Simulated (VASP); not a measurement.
# TaBi (F-43m) in VASP: further runs

TaBi is run at these levels: PBE; tasks: single point.

Everything below comes from runs of VASP 6.6.1. Logs are shortened: lines on timing, memory, paths and dates and some standing lists are left out, and cuts for length are marked.

**1. The cell of the first run**

The structure is cubic, space group F-43m (No. 216). Conventional cell: a = 6.340 Å, b = 6.340 Å, c = 6.340 Å, α = 90.00°, β = 90.00°, γ = 90.00°. Within 3.6 Å of Ta (site symmetry -43m) lie 4 Bi at 2.75 Å. Bi (site symmetry -43m) has 4 Ta at 2.75 Å within 3.6 Å.

**2. Single point, PBE (31.86 Å³/atom)**

INCAR reads:

```
SYSTEM = TaBi
ALGO = Normal
EDIFF = 1E-6
ENCUT = 520
GGA = PE
ISIF = 2
ISMEAR = 0
LASPH = .TRUE.
LCHARG = .FALSE.
LREAL = .FALSE.
LWAVE = .FALSE.
NBANDS = 20
NELM = 80
PREC = Accurate
SIGMA = 0.05
```

KPOINTS reads:

```
k-points
0
G
  10 10 10
  0 0 0
```

POSCAR reads:

```
TaBi
1.0
    0.0000000000      3.1701367141      3.1701367141
    3.1701367141      0.0000000000      3.1701367141
    3.1701367141      3.1701367141      0.0000000000
Ta Bi
1 1
Direct
    0.0000000000      0.0000000000      0.0000000000
    0.2500000000      0.2500000000      0.2500000000
```

Potentials or basis: VASP PAW PBE potentials, release 64 (Ta_pv, Bi_d).

Run with:

```bash
$ cat potpaw_PBE.64/Ta_pv/POTCAR potpaw_PBE.64/Bi_d/POTCAR > POTCAR
$ mpirun -np 1 vasp_std > vasp.out
```

OUTCAR:

```text
SYSTEM = TaBi
   EDIFF = 1E-6
   ENCUT = 520
   GGA = PE
   ISIF = 2
   ISMEAR = 0
   LASPH = .TRUE.
   LREAL = .FALSE.
   NELM = 80
   PREC = Accurate

 ion  position               nearest neighbor table
   1  0.000  0.000  0.000-   2 2.75   2 2.75   2 2.75   2 2.75
   2  0.250  0.250  0.250-   1 2.75   1 2.75   1 2.75   1 2.75

  LATTYP: Found a face centered cubic cell.
 ALAT       =     6.3402734282

  Lattice vectors:

 A1 = (   0.0000000000,   3.1701367141,   3.1701367141)
 A2 = (   3.1701367141,   0.0000000000,   3.1701367141)
 A3 = (   3.1701367141,   3.1701367141,   0.0000000000)

Analysis of symmetry for initial positions (statically):
=====================================================================
 Subroutine PRICEL returns:
 Original cell was already a primitive cell.

 Routine SETGRP: Setting up the symmetry group for a
 face centered cubic supercell.

 Subroutine GETGRP returns: Found 24 space group operations
 (whereof 24 operations were pure point group operations)
 out of a pool of 48 trial point group operations.

The static configuration has the point symmetry T_d .

Analysis of symmetry for dynamics (positions and initial velocities):
=====================================================================
 Subroutine PRICEL returns:
 Original cell was already a primitive cell.

 Routine SETGRP: Setting up the symmetry group for a
 face centered cubic supercell.

 Subroutine GETGRP returns: Found 24 space group operations
 (whereof 24 operations were pure point group operations)
 out of a pool of 48 trial point group operations.

The dynamic configuration has the point symmetry T_d .

 Subroutine INISYM returns: Found 24 space group operations
 (whereof 24 operations are pure point group operations),
 and found     1 'primitive' translations

----------------------------------------------------------------------------------------

                                     Primitive cell

  volume of cell :      63.7183

  direct lattice vectors                    reciprocal lattice vectors
     0.000000000  3.170136714  3.170136714    -0.157721904  0.157721904  0.157721904
     3.170136714  0.000000000  3.170136714     0.157721904 -0.157721904  0.157721904
     3.170136714  3.170136714  0.000000000     0.157721904  0.157721904 -0.157721904

  length of vectors
     4.483250336  4.483250336  4.483250336     0.273182352  0.273182352  0.273182352

  position of ions in fractional coordinates (direct lattice)
     0.000000000  0.000000000  0.000000000
     0.250000000  0.250000000  0.250000000

  ion indices of the primitive-cell ions
   primitive index   ion index
                 1           1
                 2           2

----------------------------------------------------------------------------------------

 KPOINTS: k-points

Automatic generation of k-mesh.
 Grid dimensions read from file:
 generate k-points for:   10   10   10

 Generating k-lattice:

  Cartesian coordinates                     Fractional coordinates (reciprocal lattice)
    -0.015772190  0.015772190  0.015772190     0.100000000  0.000000000  0.000000000
     0.015772190 -0.015772190  0.015772190     0.000000000  0.100000000  0.000000000
     0.015772190  0.015772190 -0.015772190     0.000000000  0.000000000  0.100000000

  Length of vectors
     0.027318235  0.027318235  0.027318235

  Shift w.r.t. Gamma in fractional coordinates (k-lattice)
     0.000000000  0.000000000  0.000000000

 Subroutine IBZKPT returns following result:
 ===========================================

 Found     47 irreducible k-points:

 Following reciprocal coordinates:
            Coordinates               Weight
  0.000000  0.000000  0.000000      1.000000
  0.100000  0.000000  0.000000      8.000000
  0.200000  0.000000  0.000000      8.000000
  0.300000  0.000000  0.000000      8.000000
  0.400000  0.000000  0.000000      8.000000
  0.500000  0.000000  0.000000      4.000000
[... 16 lines left out ...]
  0.300000  0.300000  0.000000      6.000000
  0.400000  0.300000  0.000000     24.000000
 [... further k-points ...]
   k-points           NKPTS =     47   k-points in BZ     NKDIM =     47   number of bands    NBANDS=     20
   number of dos      NEDOS =    301   number of ions     NIONS =      2
   total plane-waves  NPLWV =  46656
   dimension x,y,z NGX =    36 NGY =   36 NGZ =   36
   dimension x,y,z NGXF=    72 NGYF=   72 NGZF=   72
   ions per type =               1   1
   NGX,Y,Z   is equivalent  to a cutoff of  13.35, 13.35, 13.35 a.u.
   NGXF,Y,Z  is equivalent  to a cutoff of  26.70, 26.70, 26.70 a.u.
 SYSTEM =  TaBi
   PREC   = accura    normal or accurate (medium, high low for compatibility)
   ISTART =      0    job   : 0-new  1-cont  2-samecut
   ICHARG =      2    charge: 1-file 2-atom 10-const
   ISPIN  =      1    spin polarized calculation?
   LNONCOLLINEAR =      F non collinear calculations
   LSORBIT =      F    spin-orbit coupling
   LASPH  =      T    aspherical Exc in radial PAW
   ENCUT  =  520.0 eV  38.22 Ry    6.18 a.u.   8.34  8.34  8.34*2*pi/ulx,y,z
   NELM   =     80;   NELMIN=  2; NELMDL= -5     # of ELM steps
   EDIFF  = 0.1E-05   stopping-criterion for ELM
   LREAL  =      F    real-space projection
   EDIFFG = 0.1E-04   stopping-criterion for IOM
   NSW    =      0    number of steps for IOM
   IBRION =     -1    ionic relax: 0-MD 1-quasi-New 2-CG
   NFREE  =      0    steps in history (QN), initial steepest desc. (CG)
   ISIF   =      2    stress and relaxation
   ISYM   =      2    0-nonsym 1-usesym 2-fastsym
   POTIM  = 0.5000    time-step for ionic-motion
   TEBEG  =    0.0;   TEEND  =   0.0 temperature during run
   PSTRESS=    0.0 pullay stress
   NELECT =      26.0000    total number of electrons
   NUPDOWN=      -1.0000    fix difference up-down
   EMIN   =  10.00;   EMAX   =-10.00  energy-range for DOS
   EFERMI =   0.00;   METHOD = LEGACY
   ISMEAR =     0;   SIGMA  =   0.05  broadening in eV -4-tet -1-fermi 0-gaus
   EFERMI_NEDOS =   21; number of points for ismear=-14 and -15
   IALGO  =     38    algorithm
   IMIX   =      4    mixing-type and parameters
     AMIX     =   0.40;   BMIX     =  1.00
     AMIX_MAG =   1.60;   BMIX_MAG =  1.00
  volume/ion in A,a.u.               =      31.86       215.00
  Fermi-wavevector in a.u.,A,eV,Ry     =   1.214259  2.294617 20.060765  1.474425
  Thomas-Fermi vector in A             =   2.349684
   LORBIT       =      0    0 simple, 1 ext, 2 COOP (PROOUT), +10 PAW based schemes
   GGA     = PE    functional components
   LHFCALC =     F    Hartree Fock is set to
   AEXX    =    0.0000 exact exchange contribution
   IVDW    =     0    specifies the selected vdW correction
   LEPSILON=     F    determine dielectric tensor
   LRPA    =     F    only Hartree local field effects (RPA)
 non-spin polarized calculation
 Gauss-broadening in eV      SIGMA  =   0.05
  energy-cutoff  :      520.00
  volume of cell :       63.72
 maximum number of plane-waves:      1736
 NGX is ok and might be reduce to    36
   NGX = 17   NGY = 17   NGZ = 17

 number of electron      26.0000002 magnetization

 Free energy of the ion-electron system (eV)
  ---------------------------------------------------
  ext. energy  EPLUGINS =         0.00000000
  ---------------------------------------------------
  free energy    TOTEN  =       -12.40327573 eV

  energy without entropy =      -12.39840831  energy(sigma->0) =      -12.40084202

 E-fermi :   4.8588     XC(G=0):  -9.6662

 val. band max:        4.8469257868   @ k =   0.5000   0.1000   0.0000
 cond. band min:       4.8637306530   @ k =   0.3000   0.0000   0.0000
 fundamental gap:      0.0168048662
 Fermi energy:         4.8587617097

 k-point     1 :       0.0000    0.0000    0.0000
  band No.  band energies     occupation
      1     -30.5111      2.00000
      2     -30.5111      2.00000
      3     -30.5111      2.00000
      4     -17.7722      2.00000
      5     -17.7722      2.00000
      6     -17.7722      2.00000
[... 12 lines left out ...]
     19      11.0280      0.00000
     20      11.0280      0.00000

 k-point     2 :       0.1000    0.0000    0.0000
  band No.  band energies     occupation
      1     -30.5118      2.00000
      2     -30.5111      2.00000
      3     -30.5111      2.00000
      4     -17.7751      2.00000
      5     -17.7730      2.00000
      6     -17.7730      2.00000
[... 12 lines left out ...]
     19      11.0992      0.00000
     20      11.3344      0.00000

 k-point     3 :       0.2000    0.0000    0.0000
  band No.  band energies     occupation
      1     -30.5138      2.00000
      2     -30.5111      2.00000
      3     -30.5111      2.00000
      4     -17.7825      2.00000
      5     -17.7746      2.00000
      6     -17.7746      2.00000
[... 12 lines left out ...]
     19      11.1105      0.00000
     20      11.9084      0.00000

 k-point     4 :       0.3000    0.0000    0.0000
  band No.  band energies     occupation
      1     -30.5162      2.00000
      2     -30.5112      2.00000
      3     -30.5112      2.00000
      4     -17.7918      2.00000
      5     -17.7760      2.00000
      6     -17.7760      2.00000
[... 12 lines left out ...]
     19      11.5422      0.00000
     20      12.5096      0.00000

 k-point     5 :       0.4000    0.0000    0.0000
  band No.  band energies     occupation
      1     -30.5182      2.00000
      2     -30.5112      2.00000
      3     -30.5112      2.00000
      4     -17.7993      2.00000
      5     -17.7768      2.00000
      6     -17.7768      2.00000
[... 12 lines left out ...]
     19      12.2382      0.00000
     20      12.9371      0.00000
[... 353 lines left out ...]
      6     -17.7788      2.00000
[... 12 lines left out ...]
     19      11.2258      0.00000
     20      13.1333      0.00000

 k-point    22 :      -0.2000    0.2000    0.0000
  band No.  band energies     occupation
      1     -30.5159      2.00000
      2     -30.5124      2.00000
      3     -30.5112      2.00000
      4     -17.7912      2.00000
      5     -17.7798      2.00000
      6     -17.7778      2.00000
[... 12 lines left out ...]
     19      10.7917      0.00000
     20      12.6374      0.00000

 k-point    23 :       0.3000    0.3000    0.0000
  band No.  band energies     occupation
      1     -30.5172      2.00000
      2     -30.5116      2.00000
      3     -30.5116      2.00000
      4     -17.7984      2.00000
      5     -17.7769      2.00000
      6     -17.7769      2.00000
[... 12 lines left out ...]
     19      10.6815      0.00000
     20      13.9355      0.00000

 k-point    24 :       0.4000    0.3000    0.0000
  band No.  band energies     occupation
      1     -30.5183      2.00000
      2     -30.5120      2.00000
      3     -30.5117      2.00000
      4     -17.8025      2.00000
      5     -17.7795      2.00000
      6     -17.7780      2.00000
[... 12 lines left out ...]
     19      10.8738      0.00000
     20      13.6381      0.00000

 [... further k-points ...]

------------------------ aborting loop because EDIFF is reached ----------------------------------------

  FORCE on cell =-STRESS in cart. coord.  units (eV):
  Direction    XX          YY          ZZ          XY          YZ          ZX
  --------------------------------------------------------------------------------------
  -------------------------------------------------------------------------------------
  Total        1.5637890      1.5637890      1.5637890      0.0000000      0.0000000      0.0000000
  in kB       39.3210202     39.3210202     39.3210202      0.0000000      0.0000000      0.0000000
  external PRESSURE =      39.3210202 kB  Pullay stress =       0.0000000 kB

 VOLUME and BASIS-vectors are now :
 -----------------------------------------------------------------------------
  energy-cutoff  :      520.00
  volume of cell :       63.72
      direct lattice vectors                 reciprocal lattice vectors
     0.000000000  3.170136714  3.170136714    -0.157721904  0.157721904  0.157721904
     3.170136714  0.000000000  3.170136714     0.157721904 -0.157721904  0.157721904
     3.170136714  3.170136714  0.000000000     0.157721904  0.157721904 -0.157721904

 POSITION                                       TOTAL-FORCE (eV/Angst)
 -----------------------------------------------------------------------------------
      0.00000      0.00000      0.00000        -0.000000     -0.000000     -0.000000
      1.58507      1.58507      1.58507         0.000000      0.000000      0.000000
 -----------------------------------------------------------------------------------
    total drift:                                0.000000      0.000000      0.000000

  FREE ENERGIE OF THE ION-ELECTRON SYSTEM (eV)
  ---------------------------------------------------
  free  energy   TOTEN  =       -12.4032757336 eV

  energy  without entropy=      -12.3984083058  energy(sigma->0) =      -12.40084202
```

Run time: 86 s. Hardware: 1 thread of Intel Xeon 8259CL, shared host; peak memory 0.24 GiB.

What came out:

* Free energy: -12.4033 eV
* Pressure: 3.9 GPa
* Band gap on the k mesh: zero (bands 13 and 14 overlap by 0.25 eV)

Levels at points of the mesh, in eV from the Fermi level:
| k point | band 9 | band 10 | band 11 | band 12 | band 13 | band 14 | band 15 | band 16 | band 17 | band 18 |
| --- | --- | --- | --- | --- | --- | --- | --- | --- | --- | --- |
| (0.00, 0.00, 0.00) | -12.09 | -2.84 | -2.84 | -2.84 | 0.06 | 0.06 | 1.25 | 5.51 | 5.51 | 5.51 |
| (0.50, 0.00, 0.00) | -11.26 | -4.48 | -2.54 | -2.54 | 0.09 | 0.25 | 0.25 | 2.80 | 2.80 | 3.27 |
| (0.50, 0.50, 0.00) | -10.96 | -4.80 | -1.89 | -1.89 | -0.92 | -0.10 | 0.34 | 0.97 | 0.97 | 5.49 |

Caveat: the cell stands under pressure; spin-orbit coupling is left out, which moves the levels of the heavy elements.

[end of part 1 of 2]
